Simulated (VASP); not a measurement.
Be2CdS2:

```
Be Cd S
1.0
     3.80704   -1.67950    0.00000
     3.80704    1.67950    0.00000
    -1.41739    0.00000    6.03508
Be Cd S
2 1 2
Direct
  0.17201 0.17201 0.64662
  0.82799 0.82799 0.35338
  0.50000 0.50000 0.00000
  0.10545 0.10545 0.25683
  0.89455 0.89455 0.74317
```

The cell was built from a structure type or drawn by symmetry, and may not be a known phase.

* Program: VASP 6.6.1
* Task: relaxation of cell and atoms
* Functional: PBE
* Potentials or basis: VASP PAW PBE potentials, release 64 (Be, Cd, S)
* Cutoff: 600 eV
* k mesh: 6 × 6 × 4
* Occupations: gaussian, width 0.1 eV
* Spin: no spin polarisation

At the start: pressure 14.5 GPa; volume 15.44 Å³/atom.

Where does the relaxation end?

Over 28 steps the energy falls by 1214.1 meV/atom and the volume is 19.39 Å³/atom (+25.6 %); space group C2/m (No. 12, to 0.1 Å) before and after.

The path:
```csv
step,energy change (eV),largest force (eV/Å),pressure (GPa),volume (Å³)
1,0.0000,5.2926,14.52,77.18
2,-2.6510,1.7000,-3.75,93.19
3,-2.8919,1.5878,-4.82,97.04
4,-3.1395,1.1134,-6.42,104.85
5,-4.1748,1.1598,-1.58,94.97
6,-4.4140,2.0826,3.39,89.12
7,-5.0618,1.3200,3.55,87.29
8,-4.9381,2.1763,11.50,82.34
9,-5.2906,1.2017,5.60,85.35
10,-5.2909,1.2818,6.36,84.86
11,-5.5656,0.7175,1.60,90.35
12,-5.6413,0.6287,-2.50,97.11
13,-5.6454,0.6565,-1.89,95.90
14,-5.7556,0.5233,-1.35,95.62
15,-5.8399,0.5785,-0.56,95.06
16,-5.8432,0.6507,-0.36,94.91
17,-5.9143,0.4156,0.18,93.99
18,-5.9150,0.4179,0.30,93.87
19,-5.9799,0.3889,0.24,94.00
20,-6.0234,0.2037,0.80,94.17
21,-6.0252,0.2424,0.61,94.14
22,-6.0517,0.1414,-0.16,95.59
23,-6.0559,0.1718,-0.57,96.45
24,-6.0653,0.0821,0.25,95.68
25,-6.0654,0.0703,0.19,95.73
26,-6.0683,0.0728,0.13,96.10
27,-6.0689,0.0983,0.09,96.38
28,-6.0707,0.0285,0.09,96.96
```

Final structure:
```cif
data_structure
_symmetry_space_group_name_H-M 'P 1'
_symmetry_Int_Tables_number 1
_cell_length_a 3.4335
_cell_length_b 3.4335
_cell_length_c 9.5213
_cell_angle_alpha 92.528
_cell_angle_beta 92.528
_cell_angle_gamma 59.878
_cell_volume 96.96
loop_
_atom_site_label
_atom_site_type_symbol
_atom_site_fract_x
_atom_site_fract_y
_atom_site_fract_z
_atom_site_occupancy
Be1 Be 0.17275 0.17275 0.58314 1
Be2 Be 0.82725 0.82725 0.41686 1
Cd1 Cd 0.50000 0.50000 0.00000 1
S1 S 0.15492 0.15492 0.35139 1
S2 S 0.84508 0.84508 0.64862 1
```

Caveat: the volume moved by over 15 % at a fixed basis, so the end points are rough.
